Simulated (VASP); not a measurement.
The system is TiN (Osbornite).

```
Ti N
1.0
     0.00000    2.11900    2.11900
     2.11900    0.00000    2.11900
     2.11900    2.11900    0.00000
Ti N
1 1
Direct
  0.00000 0.00000 0.00000
  0.50000 0.50000 0.50000
```

| Property | Result |
| --- | --- |
| Program | VASP 6.6.1 |
| Task | relaxation of cell and atoms |
| Functional | LDA |
| Potentials or basis | VASP PAW LDA potentials, release 64 (Ti_sv, N) |
| Cutoff | 600 eV |
| k mesh | 13 × 13 × 13 |
| Occupations | fermi-dirac, width 0.1 eV |
| Spin | no spin polarisation |

At the start: pressure -12.7 GPa; volume 9.51 Å³/atom.

Q: How do energy, volume and symmetry change on relaxing?

A: Over 4 steps the energy falls by 16.9 meV/atom and the volume is 9.10 Å³/atom (-4.3 %); space group Fm-3m (No. 225, to 0.05 Å).

The path:
| step | energy change (eV) | largest force (eV/Å) | pressure (GPa) | volume (Å³) |
| --- | --- | --- | --- | --- |
| 1 | 0.0000 | 0.0000 | -12.72 | 19.03 |
| 2 | 0.0519 | 0.0000 | 24.54 | 17.02 |
| 3 | -0.0337 | 0.0000 | -0.25 | 18.22 |
| 4 | -0.0337 | 0.0000 | 0.00 | 18.21 |

Final structure:
```cif
data_structure
_symmetry_space_group_name_H-M 'P 1'
_symmetry_Int_Tables_number 1
_cell_length_a 2.9530
_cell_length_b 2.9530
_cell_length_c 2.9530
_cell_angle_alpha 60.000
_cell_angle_beta 60.000
_cell_angle_gamma 60.000
_cell_volume 18.21
loop_
_atom_site_label
_atom_site_type_symbol
_atom_site_fract_x
_atom_site_fract_y
_atom_site_fract_z
_atom_site_occupancy
Ti1 Ti 0.00000 0.00000 0.00000 1
N1 N 0.50000 0.50000 0.50000 1
```
